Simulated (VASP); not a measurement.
# Al in VASP: notebook

Al is run at these levels: PBE; tasks: single point.

All numbers are computed with VASP 6.6.1; they aren't measurements. Logs are shortened: lines on timing, memory, paths and dates and some standing lists are left out, and cuts for length are marked.

## Step 1: The cell of the first run

The cell holds a wire or tube with vacuum around it, 18 atoms: a = 15.600 Å, b = 15.000 Å, c = 6.832 Å, α = 90.00°, β = 90.00°, γ = 90.00°.

## Step 2: Single point, PBE

File INCAR:

```
PREC = Accurate
ENCUT = 520
EDIFF = 1E-6
ISMEAR = 0
SIGMA = 0.05
LREAL = Auto
LASPH = T
NELM = 100
ALGO = Normal
ISIF = 2
LWAVE = F
LCHARG = F
GGA = PE
NBANDS = 42
```

File KPOINTS:

```
Automatic mesh
0
Gamma
  1 1 8
```

File POSCAR:

```
Al
1.0
   15.6000000000      0.0000000000      0.0000000000
    0.0000000000     15.0000000000      0.0000000000
    0.0000000000      0.0000000000      6.8317235619
Al
18
Direct
    0.3953330806      0.2898692266      1.0554443585
    0.6509186916      0.5039055146     -0.0455690206
    0.5231879971      0.3033434094      0.3136738453
    0.5486318987      0.6917146540      0.3369493999
    0.4549891238      0.5081603053      0.6707640486
    0.3490813084      0.5039055146      1.0455690206
    0.6046669194      0.2898692266      0.9445556415
    0.5450108762      0.5081603053      0.3292359514
    0.4768120029      0.3033434094      0.6863261547
    0.4513681013      0.6917146540      0.6630506001
    0.5000000000      0.4258166277      1.0000000000
    0.3916439030      0.5962740061      0.3642481519
    0.3264592117      0.3905909856      0.7571173030
    0.6735407883      0.3905909856      0.2428826970
    0.6083560970      0.5962740061      0.6357518481
    0.5000000000      0.6185320462      1.0000000000
    0.3786614262      0.4081934079      0.3815791503
    0.6213385738      0.4081934079      0.6184208497
```

Potentials or basis: VASP PAW PBE potentials, release 64 (Al).

Run with:

```console
cat potpaw_PBE.64/Al/POTCAR > POTCAR
mpirun -np 1 vasp_std > vasp.out
```

OUTCAR:

```text
PREC = Accurate
   ENCUT = 520
   EDIFF = 1E-6
   ISMEAR = 0
   LREAL = Auto
   LASPH = T
   NELM = 100
   ISIF = 2
   GGA = PE

 ion  position               nearest neighbor table
   1  0.395  0.290  0.055-  11 2.64   3 2.67  13 2.76   9 2.83  17 2.86   6 3.29   7 3.35
   2  0.651  0.504  0.954-  14 2.63  11 2.65  15 2.66  18 2.75  16 2.93   8 3.05   7 3.29
   3  0.523  0.303  0.314-   9 2.65   1 2.67  14 2.73  17 2.79   7 2.83  11 2.85  18 3.03   8 3.09

   4  0.549  0.692  0.337-  16 2.66  15 2.66  10 2.70   8 2.75  12 2.84
   5  0.455  0.508  0.671-  11 2.66  12 2.67   8 2.72  13 2.73  15 2.74  17 2.75  10 2.75  16 2.88
                            18 3.02   6 3.05   9 3.09
   6  0.349  0.504  0.046-  13 2.63  11 2.65  12 2.66  17 2.75  16 2.93   5 3.05   1 3.29
   7  0.605  0.290  0.945-  11 2.64   9 2.67  14 2.76   3 2.83  18 2.86   2 3.29   1 3.35
   8  0.545  0.508  0.329-  11 2.66  15 2.67   5 2.72  14 2.73  12 2.74  18 2.75   4 2.75  16 2.88
                            17 3.02   2 3.05   3 3.09
   9  0.477  0.303  0.686-   3 2.65   7 2.67  13 2.73  18 2.79   1 2.83  11 2.85  17 3.03   5 3.09

  10  0.451  0.692  0.663-  16 2.66  12 2.66   4 2.70   5 2.75  15 2.84
  11  0.500  0.426  0.000-   1 2.64   7 2.64   6 2.65   2 2.65   5 2.66   8 2.66   3 2.85   9 2.85
                            16 2.89  14 3.22  13 3.22  17 3.23  18 3.23
  12  0.392  0.596  0.364-  10 2.66   6 2.66   5 2.67   8 2.74  17 2.83   4 2.84  16 3.03
  13  0.326  0.391  0.757-   6 2.63  17 2.70   9 2.73   5 2.73   1 2.76  11 3.22
  14  0.674  0.391  0.243-   2 2.63  18 2.70   3 2.73   8 2.73   7 2.76  11 3.22
  15  0.608  0.596  0.636-   4 2.66   2 2.66   8 2.67   5 2.74  18 2.83  10 2.84  16 3.03
  16  0.500  0.619  0.000-   4 2.66  10 2.66   8 2.88   5 2.88  11 2.89   6 2.93   2 2.93  12 3.03
                            15 3.03
  17  0.379  0.408  0.382-  13 2.70   6 2.75   5 2.75   3 2.79  12 2.83   1 2.86   8 3.02   9 3.03
                            11 3.23
  18  0.621  0.408  0.618-  14 2.70   2 2.75   8 2.75   9 2.79  15 2.83   7 2.86   5 3.02   3 3.03
                            11 3.23

  LATTYP: Found a simple orthorhombic cell.
 ALAT       =     6.8317235619
 B/A-ratio  =     2.1956391918
 C/A-ratio  =     2.2834647595

  Lattice vectors:

 A1 = (   0.0000000000,   0.0000000000,  -6.8317235619)
 A2 = (   0.0000000000,  15.0000000000,   0.0000000000)
 A3 = (  15.6000000000,   0.0000000000,   0.0000000000)

Analysis of symmetry for initial positions (statically):
=====================================================================
 Subroutine PRICEL returns:
 Original cell was already a primitive cell.

 Routine SETGRP: Setting up the symmetry group for a
 simple orthorhombic supercell.

[... 138 lines left out ...]
   POTIM  = 0.5000    time-step for ionic-motion
   TEBEG  =    0.0;   TEEND  =   0.0 temperature during run
   PSTRESS=    0.0 pullay stress
   NELECT =      54.0000    total number of electrons
   NUPDOWN=      -1.0000    fix difference up-down
   EMIN   =  10.00;   EMAX   =-10.00  energy-range for DOS
   EFERMI =   0.00;   METHOD = LEGACY
   ISMEAR =     0;   SIGMA  =   0.05  broadening in eV -4-tet -1-fermi 0-gaus
   EFERMI_NEDOS =   21; number of points for ismear=-14 and -15
   IALGO  =     38    algorithm
   IMIX   =      4    mixing-type and parameters
     AMIX     =   0.40;   BMIX     =  1.00
     AMIX_MAG =   1.60;   BMIX_MAG =  1.00
  volume/ion in A,a.u.               =      88.81       599.34
  Fermi-wavevector in a.u.,A,eV,Ry     =   0.529205  1.000053  3.810421  0.280058
  Thomas-Fermi vector in A             =   1.551193
   LORBIT       =      0    0 simple, 1 ext, 2 COOP (PROOUT), +10 PAW based schemes
   GGA     = PE    functional components
   LHFCALC =     F    Hartree Fock is set to
   AEXX    =    0.0000 exact exchange contribution
   IVDW    =     0    specifies the selected vdW correction
   LEPSILON=     F    determine dielectric tensor
   LRPA    =     F    only Hartree local field effects (RPA)
 non-spin polarized calculation
 Gauss-broadening in eV      SIGMA  =   0.05
  energy-cutoff  :      520.00
  volume of cell :     1598.62
 maximum number of plane-waves:     43065
 NGX is ok and might be reduce to   120
   NGX = 59   NGY = 55   NGZ = 25

 number of electron      54.0000000 magnetization

 Free energy of the ion-electron system (eV)
  ---------------------------------------------------
  ext. energy  EPLUGINS =         0.00000000
  ---------------------------------------------------
  free energy    TOTEN  =       -56.46457681 eV

  energy without entropy =      -56.45047070  energy(sigma->0) =      -56.45752376

 E-fermi :  -1.8618     XC(G=0):  -3.0926

 val. band max:       -1.8752463799   @ k =   0.0000   0.0000   0.1250
 cond. band min:      -1.8244361859   @ k =   0.0000   0.0000   0.5000
 fundamental gap:      0.0508101941
 Fermi energy:        -1.8617789645

 k-point     1 :       0.0000    0.0000    0.0000
  band No.  band energies     occupation
      1     -11.7361      2.00000
      2     -10.1170      2.00000
      3      -9.6474      2.00000
      4      -8.6026      2.00000
      5      -8.5874      2.00000
      6      -7.9633      2.00000
[... 199 lines left out ...]
     38       0.0252      0.00000
     39       0.1389      0.00000
 [bands above 39 left out]

------------------------ aborting loop because EDIFF is reached ----------------------------------------

  FORCE on cell =-STRESS in cart. coord.  units (eV):
  Direction    XX          YY          ZZ          XY          YZ          ZX
  --------------------------------------------------------------------------------------
  -------------------------------------------------------------------------------------
  Total       -0.0500919     -0.1000807     -0.1605362      0.0000000      0.0000000      0.0098398
  in kB       -0.0502033     -0.1003032     -0.1608931      0.0000000      0.0000000      0.0098616
  external PRESSURE =      -0.1037999 kB  Pullay stress =       0.0000000 kB

 VOLUME and BASIS-vectors are now :
 -----------------------------------------------------------------------------
  energy-cutoff  :      520.00
  volume of cell :     1598.62
      direct lattice vectors                 reciprocal lattice vectors
    15.600000000  0.000000000  0.000000000     0.064102564  0.000000000  0.000000000
     0.000000000 15.000000000  0.000000000     0.000000000  0.066666667  0.000000000
     0.000000000  0.000000000  6.831723562     0.000000000  0.000000000  0.146375946

 POSITION                                       TOTAL-FORCE (eV/Angst)
 -----------------------------------------------------------------------------------
      6.16720      4.34804      0.37878         0.003325     -0.000725     -0.001780
     10.15433      7.55858      6.52041         0.007228     -0.006221      0.000114
      8.16173      4.55015      2.14293         0.008045     -0.000877     -0.009769
      8.55866     10.37572      2.30195         0.002620      0.005373      0.014870
      7.09783      7.62240      4.58247        -0.002419      0.003683     -0.004294
      5.44567      7.55858      0.31131        -0.007228     -0.006221     -0.000114
[... 10 lines left out ...]
      5.90712      6.12290      2.60684         0.008125      0.011286     -0.001805
      9.69288      6.12290      4.22488        -0.008125      0.011286      0.001805
 -----------------------------------------------------------------------------------
    total drift:                               -0.000000      0.002121      0.000000

  FREE ENERGIE OF THE ION-ELECTRON SYSTEM (eV)
  ---------------------------------------------------
  free  energy   TOTEN  =       -56.4645768115 eV

  energy  without entropy=      -56.4504707009  energy(sigma->0) =      -56.45752376
```

OSZICAR:

```text
N       E                     dE             d eps       ncg     rms          rms(c)
DAV:   1     0.226343795270E+03    0.22634E+03   -0.13738E+04   420   0.825E+02
DAV:   2    -0.422940273576E+02   -0.26864E+03   -0.26093E+03   616   0.142E+02
DAV:   3    -0.612161897224E+02   -0.18922E+02   -0.18563E+02   486   0.385E+01
[... 15 lines left out ...]
DAV:  19    -0.564645086199E+02   -0.98278E-04   -0.10038E-05   448   0.600E-03    0.138E-03
DAV:  20    -0.564645649906E+02   -0.56371E-04   -0.65663E-06   390   0.456E-03    0.648E-04
DAV:  21    -0.564645745961E+02   -0.96054E-05   -0.12032E-06   398   0.223E-03    0.416E-04
DAV:  22    -0.564645762666E+02   -0.16705E-05   -0.21244E-07   368   0.117E-03    0.243E-04
DAV:  23    -0.564645768115E+02   -0.54498E-06   -0.74240E-08   348   0.774E-04
   1 F= -.56464577E+02 E0= -.56457524E+02  d E =-.141061E-01
```

Wall time 6.8 min (1 thread of Intel Xeon 6975P-C (Granite Rapids), shared host); peak memory 1.3 GiB.

What came out:

```yaml
Free_energy: -56.4646 eV
Largest_force: 0.016 eV/Å
Band_gap_on_the_k_mesh: zero (bands 27 and 28 overlap by 0.07 eV)
```

Forces in eV/Å, atoms in the order of the input:
```
Al   0.003 -0.001 -0.002
Al   0.007 -0.006  0.000
Al   0.008 -0.001 -0.010
Al   0.003  0.005  0.015
Al  -0.002  0.004 -0.004
Al  -0.007 -0.006  0.000
Al  -0.003 -0.001  0.002
Al   0.002  0.004  0.004
Al  -0.008 -0.001  0.010
Al  -0.003  0.005 -0.015
Al   0.000  0.003  0.000
Al  -0.006 -0.012  0.007
Al   0.014  0.003 -0.004
Al  -0.014  0.003  0.004
Al   0.006 -0.012 -0.007
Al   0.000 -0.008  0.000
Al   0.008  0.011 -0.002
Al  -0.008  0.011  0.002
```

## Step 3: Single point, PBE

This run uses another cell than the first one.

File INCAR:

```
  ALGO = Normal
  EDIFF = 1E-6
  ENCUT = 520
  GGA = PE
  ISIF = 2
  ISMEAR = 0
  LASPH = T
  LCHARG = T
  LELF = T
  LREAL = Auto
  LVHAR = T
  LWAVE = F
  NBANDS = 42
  NELM = 100
  PREC = Accurate
  SIGMA = 0.05
```

File KPOINTS:

```
k-points
0
Gamma
  1 1 8
```

File POSCAR:

```
Al
1.0
   15.6000000000      0.0000000000      0.0000000000
    0.0000000000     15.0000000000      0.0000000000
    0.0000000000      0.0000000000      7.0000085784
Al
18
Direct
    0.3413540534      0.3094838976      1.0000000000
    0.6586459466      0.5000000000      0.0000000000
    0.5528819822      0.3094838976      0.3333333333
    0.5528819822      0.6905161024      0.3333333333
    0.4471180178      0.5000000000      0.6666666667
    0.3413540534      0.5000000000      1.0000000000
    0.6586459466      0.3094838976      1.0000000000
    0.5528819822      0.5000000000      0.3333333333
    0.4471180178      0.3094838976      0.6666666667
    0.4471180178      0.6905161024      0.6666666667
    0.5000000000      0.4047419488      1.0000000000
    0.3942360356      0.5952580512      0.3333333333
    0.2884720712      0.4047419488      0.6666666667
    0.7115279288      0.4047419488      0.3333333333
    0.6057639644      0.5952580512      0.6666666667
    0.5000000000      0.5952580512      1.0000000000
    0.3942360356      0.4047419488      0.3333333333
    0.6057639644      0.4047419488      0.6666666667
```

Potentials or basis: VASP PAW PBE potentials, release 64 (Al).

Run with:

```console
cat potpaw_PBE.64/Al/POTCAR > POTCAR
mpirun -np 1 vasp_std > vasp.out
```

OUTCAR:

```text
EDIFF = 1E-6
   ENCUT = 520
   GGA = PE
   ISIF = 2
   ISMEAR = 0
   LASPH = T
   LREAL = Auto
   NELM = 100
   PREC = Accurate

 ion  position               nearest neighbor table
   1  0.341  0.309  0.000-   9 2.86  17 2.86  13 2.86  11 2.86   6 2.86
   2  0.659  0.500  0.000-   8 2.86  15 2.86  18 2.86  14 2.86  16 2.86  11 2.86   7 2.86
   3  0.553  0.309  0.333-   7 2.86  11 2.86  17 2.86  14 2.86   9 2.86  18 2.86   8 2.86
   4  0.553  0.691  0.333-  16 2.86  12 2.86  10 2.86  15 2.86   8 2.86
   5  0.447  0.500  0.667-   6 2.86  11 2.86  16 2.86  15 2.86  18 2.86  13 2.86   8 2.86  17 2.86
                            12 2.86  10 2.86   9 2.86
   6  0.341  0.500  0.000-   5 2.86  12 2.86  17 2.86  13 2.86  16 2.86  11 2.86   1 2.86
   7  0.659  0.309  0.000-   3 2.86  18 2.86  14 2.86  11 2.86   2 2.86
   8  0.553  0.500  0.333-   2 2.86  11 2.86  16 2.86  12 2.86  17 2.86  14 2.86   5 2.86  15 2.86
                            18 2.86   3 2.86   4 2.86
   9  0.447  0.309  0.667-   1 2.86  11 2.86  18 2.86  13 2.86   3 2.86  17 2.86   5 2.86
  10  0.447  0.691  0.667-  16 2.86  15 2.86   4 2.86  12 2.86   5 2.86
  11  0.500  0.405  0.000-  17 2.86  18 2.86   8 2.86   9 2.86   3 2.86   5 2.86   1 2.86   2 2.86
[... 220 lines left out ...]
      2      -9.5719      2.00000
      3      -9.5717      2.00000
      4      -8.4918      2.00000
      5      -8.4917      2.00000
      6      -7.3602      2.00000
[... 199 lines left out ...]
     38      -0.2497      0.00000
     39      -0.0941      0.00000
 [bands above 39 left out]

------------------------ aborting loop because EDIFF is reached ----------------------------------------

  FORCE on cell =-STRESS in cart. coord.  units (eV):
  Direction    XX          YY          ZZ          XY          YZ          ZX
  --------------------------------------------------------------------------------------
  -------------------------------------------------------------------------------------
  Total       -6.1027342     -6.0718891    -10.6136206      0.0000000      0.0000000      0.0032518
  in kB       -5.9692615     -5.9390910    -10.3814905      0.0000000      0.0000000      0.0031807
  external PRESSURE =      -7.4299477 kB  Pullay stress =       0.0000000 kB

 VOLUME and BASIS-vectors are now :
 -----------------------------------------------------------------------------
  energy-cutoff  :      520.00
  volume of cell :     1638.00
      direct lattice vectors                 reciprocal lattice vectors
    15.600000000  0.000000000  0.000000000     0.064102564  0.000000000  0.000000000
     0.000000000 15.000000000  0.000000000     0.000000000  0.066666667  0.000000000
     0.000000000  0.000000000  7.000008578     0.000000000  0.000000000  0.142856968

 POSITION                                       TOTAL-FORCE (eV/Angst)
 -----------------------------------------------------------------------------------
      5.32512      4.64226      0.00000         0.276660      0.331816      0.014837
     10.27488      7.50000      0.00000        -0.350953     -0.000935     -0.086863
      8.62496      4.64226      2.33334        -0.176724      0.301242      0.087629
      8.62496     10.35774      2.33334        -0.151636     -0.403466     -0.013473
      6.97504      7.50000      4.66667        -0.042617      0.023761     -0.000847
      5.32512      7.50000      0.00000         0.350953     -0.000935      0.086863
[... 10 lines left out ...]
      6.15008      6.07113      2.33334        -0.261031     -0.153348      0.000756
      9.44992      6.07113      4.66667         0.261031     -0.153348     -0.000756
 -----------------------------------------------------------------------------------
    total drift:                                0.000000      0.000093     -0.000000

  FREE ENERGIE OF THE ION-ELECTRON SYSTEM (eV)
  ---------------------------------------------------
  free  energy   TOTEN  =       -55.3559760363 eV

  energy  without entropy=      -55.3220742780  energy(sigma->0) =      -55.33902516
```

OSZICAR:

```text
N       E                     dE             d eps       ncg     rms          rms(c)
DAV:   1     0.208552125059E+03    0.20855E+03   -0.13545E+04   420   0.821E+02
DAV:   2    -0.419040560404E+02   -0.25046E+03   -0.24299E+03   608   0.135E+02
DAV:   3    -0.595839095846E+02   -0.17680E+02   -0.17354E+02   486   0.369E+01
[... 15 lines left out ...]
DAV:  19    -0.553559215419E+02   -0.92663E-04   -0.90089E-06   446   0.562E-03    0.143E-03
DAV:  20    -0.553559691736E+02   -0.47632E-04   -0.81110E-06   410   0.466E-03    0.654E-04
DAV:  21    -0.553559739912E+02   -0.48176E-05   -0.98243E-07   374   0.220E-03    0.455E-04
DAV:  22    -0.553559755089E+02   -0.15177E-05   -0.26983E-07   322   0.134E-03    0.280E-04
DAV:  23    -0.553559760363E+02   -0.52737E-06   -0.72503E-08   270   0.932E-04
   1 F= -.55355976E+02 E0= -.55339025E+02  d E =-.339018E-01
```

stdout:

```text
POSCAR found type information on POSCAR Al
 POSCAR found :  1 types and      18 ions
 scaLAPACK will be used
 LDA part: xc-table for (Slater+PW92), standard interpolation
 POSCAR, INCAR and KPOINTS ok, starting setup
 FFT: planning ... GRIDC
 FFT: planning ... GRID_SOFT
 FFT: planning ... GRID
 WAVECAR not read
 entering main loop
```

It took 6.9 min on 1 thread of Intel Xeon 6975P-C (Granite Rapids), shared host; peak memory 1.3 GiB.

Results:

- Free energy: -55.3560 eV
- Largest force: 0.432 eV/Å
- Band gap on the k mesh: zero (bands 27 and 28 overlap by 0.24 eV)

Forces in eV/Å, atoms in the order of the input:
```
Al   0.277  0.332  0.015
Al  -0.351 -0.001 -0.087
Al  -0.177  0.301  0.088
Al  -0.152 -0.403 -0.013
Al  -0.043  0.024 -0.001
Al   0.351 -0.001  0.087
Al  -0.277  0.332 -0.015
Al   0.043  0.024  0.001
Al   0.177  0.301 -0.088
Al   0.152 -0.403  0.013
Al   0.000 -0.051  0.000
Al   0.174 -0.298 -0.086
Al   0.426  0.073 -0.015
Al  -0.426  0.073  0.015
Al  -0.174 -0.298  0.086
Al   0.000  0.303  0.000
Al  -0.261 -0.153  0.001
Al   0.261 -0.153 -0.001
```

The gap in the log of VASP goes by the Fermi energy; the results here count the filled bands.